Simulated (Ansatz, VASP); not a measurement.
**Ga: VASP beside Ansatz**

Contents of INCAR:

```
  PREC = Accurate
  ENCUT = 520
  EDIFF = 1E-7
  ISMEAR = -1
  SIGMA = 0.05
  LREAL = F
  LASPH = T
  NELM = 100
  ALGO = Fast
  ISIF = 2
  LWAVE = F
  LCHARG = T
  GGA = PS
  LELF = T
  LVHAR = T
  NBANDS = 20
```

File KPOINTS:

```
regular mesh
0
Gamma
  10 8 7
```

The input POSCAR:

```
Ga
1.0
    2.7408712373      0.0000000000      0.0000000000
    0.0000000000      3.2372572885      0.0000000000
   -1.3252743986      0.0000000000      3.9363439549
Ga
2
Direct
    0.1345962700      0.7500000000      0.7701668300
    0.8654037300      0.2500000000      0.2298331700
```

The input input.yaml:

```yaml
crystal:
  lattice:
    - [2.7408712373, 0.0, 0.0]
    - [0.0, 3.2372572885, 0.0]
    - [-1.3252743986, 0.0, 3.9363439549]
  atoms:
    - { symbol: Ga, position: [0.13459627, 0.75, 0.77016683] }
    - { symbol: Ga, position: [0.86540373, 0.25, 0.22983317] }
kpoints:
  mp_grid: { grid: [10, 8, 7] }
scf:
  occupations: { method: fermi_dirac, width: 0.05 }
hamiltonian:
  xc: pbesol
  pseudopotentials: { kind: all_electron, lapw: { basis_error: 0.001 } }
output:
  forces: true
  stress: true
  eigenvalues: true
```

Change from the starting cell: volume scaled by 0.96.

Alike in both runs: task single point; functional PBEsol; k mesh 10 × 8 × 7; occupations fermi-dirac, width 0.05 eV; no spin polarisation.

|  | VASP | Ansatz |
| --- | --- | --- |
| version | VASP 6.6.1 | Ansatz 0.2.0 |
| potentials or method | VASP PAW PBE potentials, release 64 (Ga_d), cutoff 520 eV | all-electron LAPW, scalar-relativistic |

Ansatz gave:

* gap on the k mesh at the Fermi level (eV): none
* pressure (GPa): 2.0
* traceless stress, the component that is largest in VASP (GPa): -1.02
* rms of the force components (eV/Å): 0.050

**Question.** Estimate VASP's values.

**Answer.** gap on the k mesh at the Fermi level (eV): none; pressure (GPa): 2.1; traceless stress, the component that is largest in VASP (GPa): -1.04; rms of the force components (eV/Å): 0.050.

VASP's potentials were made for PBE, not for PBEsol. Atom by atom the forces differ by 0.000 eV/Å (rms over components). A gap of «none» marks a metal or a gap that the smearing closes. Ansatz ran all-electron here, and VASP with PAW potentials.
